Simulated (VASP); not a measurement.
Set up this calculation in VASP 6.6.1, as the native input.

```
Task                   : single point
Functional             : PBE
Potentials or basis    : VASP PAW PBE potentials, release 64 (C)
Cutoff                 : 520 eV
k mesh                 : 12 × 12 × 4
Occupations            : gaussian, width 0.05 eV
Spin                   : no spin polarisation
Dipole correction      : no
Further INCAR settings : ALGO = Normal; EDIFF = 1e-06; NBANDS = 26
```

The structure of C lies in POSCAR:

```
C
1.0
    2.5213065960      0.0298350384      0.0279028651
   -1.2348153968      2.1495142472      0.0087701613
    0.0920254576      0.0865301282      8.3555758057
C
8
Direct
   -0.0024768625      0.0032418348      0.0925434314
   -0.0006048113      0.0032033811      0.5947766922
   -0.0134256505     -0.0098526396      0.4079935569
    0.0152063815      0.0082815177      0.9063741311
    0.3412149315      0.6685596481      0.1554004978
    0.6621136767      0.3323690931      0.6549415747
    0.3298636084      0.6644508017      0.3435872749
    0.6681087262      0.3297463630      0.8443828410
```

One way to write it, as run:

INCAR

```
ALGO = Normal ; EDIFF = 1E-6
ENCUT = 520 ; GGA = PE
ISIF = 2 ; ISMEAR = 0
LASPH = True ; LCHARG = False
LREAL = False ; LWAVE = False
NBANDS = 26 ; NELM = 60
PREC = Accurate ; SIGMA = 0.05
```

KPOINTS

```
k-points
0
Gamma
  12 12 4
```

Potentials or basis: VASP PAW PBE potentials, release 64 (C).

Launch:

```bash
$ cat potpaw_PBE.64/C/POTCAR > POTCAR
$ mpirun -np 1 vasp_std > vasp.out
```

It gave:

The pressure is 1.2 GPa, the largest force is 1.302 eV/Å and the band gap on the k mesh is 3.92 eV, indirect (least direct gap 4.84 eV).

Caveat: forces of over 1 eV/Å act on the atoms, so gaps and moduli don't describe the material at rest.

Run time: 2.4 min on 1 thread of Intel(R) Xeon(R) 6975P-C (Granite Rapids) (shared host), peak memory 0.32 GiB.
